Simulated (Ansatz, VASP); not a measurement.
Two plane-wave programs on C

File POSCAR:

```
C
1.0
    0.0000000000      1.7801241425      1.7267204183
    1.7801241425      0.0000000000      1.7267204183
    1.7801241425      1.7801241425      0.0000000000
C
2
Direct
    0.0000000000      0.0000000000      0.0000000000
    0.2500000000      0.2500000000      0.2500000000
```

File INCAR.step1:

```
SYSTEM = C
PREC     = Accurate       ! precision mode
ENCUT    = 910            ! plane-wave cutoff, eV
ISMEAR   = 0              ! smearing method
SIGMA    = 0.01           ! smearing width, eV
LREAL    = .FALSE.        ! projectors in reciprocal space
LASPH    = .TRUE.         ! aspherical terms in the spheres
NELM     = 120            ! most SCF steps
NBANDS   = 11             ! bands
GGA      = PE             ! functional
ALGO     = Normal         ! electronic algorithm
EDIFF    = 1E-5           ! SCF threshold, eV
LWAVE    = .TRUE.         ! write WAVECAR
LCHARG   = .FALSE.        ! write CHGCAR
GGA_COMPAT= .FALSE.
```

File INCAR.step2:

```
SYSTEM = C
PREC     = Accurate       ! precision mode
ENCUT    = 910            ! plane-wave cutoff, eV
EDIFF    = 1E-6           ! SCF threshold, eV
ISMEAR   = 0              ! smearing method
SIGMA    = 0.01           ! smearing width, eV
LREAL    = .FALSE.        ! projectors in reciprocal space
LASPH    = .TRUE.         ! aspherical terms in the spheres
NELM     = 120            ! most SCF steps
ALGO     = Normal         ! electronic algorithm
ISIF     = 2              ! what is computed and relaxed
LWAVE    = .FALSE.        ! write WAVECAR
LCHARG   = .FALSE.        ! write CHGCAR
METAGGA  = R2SCAN         ! meta-GGA
LMIXTAU  = .TRUE.       
NBANDS   = 11             ! bands
ISTART   = 1            
GGA_COMPAT= .FALSE.
```

File KPOINTS:

```
regular mesh
0
G
  12 12 12
  0 0 0
```

Input for Ansatz:

```yaml
crystal:
  lattice:
    - [0.0, 1.7801241425, 1.7267204183]
    - [1.7801241425, 0.0, 1.7267204183]
    - [1.7801241425, 1.7801241425, 0.0]
  atoms:
    - { symbol: C, position: [0.0, 0.0, 0.0] }
    - { symbol: C, position: [0.25, 0.25, 0.25] }
kpoints:
  mp_grid: { grid: [12, 12, 12] }
  band_path:
    path:
      - [0.0, 0.0, 0.0]
      - [0.5, 0.0, 0.5]
      - [0.625, 0.25, 0.625]
      - [0.375, 0.375, 0.75]
      - [0.5, 0.5, 0.5]
      - [0.5, 0.25, 0.75]
      - [0.369792, 0.369792, 0.0]
    npoints: 1
hamiltonian:
  xc: r2scan
scf:
  occupations: { method: fixed }
  n_extra_bands: 4
output:
  forces: true
  stress: true
  eigenvalues: true
```

Change from the starting cell: uniaxial_z strain -3.0%.

Alike in both runs: task single point; functional r2SCAN; k mesh 12 × 12 × 12; no spin polarisation.

|  | VASP | Ansatz |
| --- | --- | --- |
| version | VASP 6.6.1 | Ansatz 0.2.0 |
| potentials or method | VASP PAW PBE potentials, release 64 (C_h) | plane waves, PAW |
| plane-wave cutoff (eV) | 910 | 500 |
| occupations | gaussian, width 0.01 eV | fixed |
| valence electrons in the cell | 8 | 8 |

|  | VASP | Ansatz | Ansatz less VASP |
| --- | --- | --- | --- |
| gap on the k mesh at the Fermi level (eV) | 3.64 | 3.64 | -0.002 |

VASP's potentials were made for PBE, not for r2SCAN.

Noted on VASP's run: the cutoff is short for stress, so the pressure is rough.
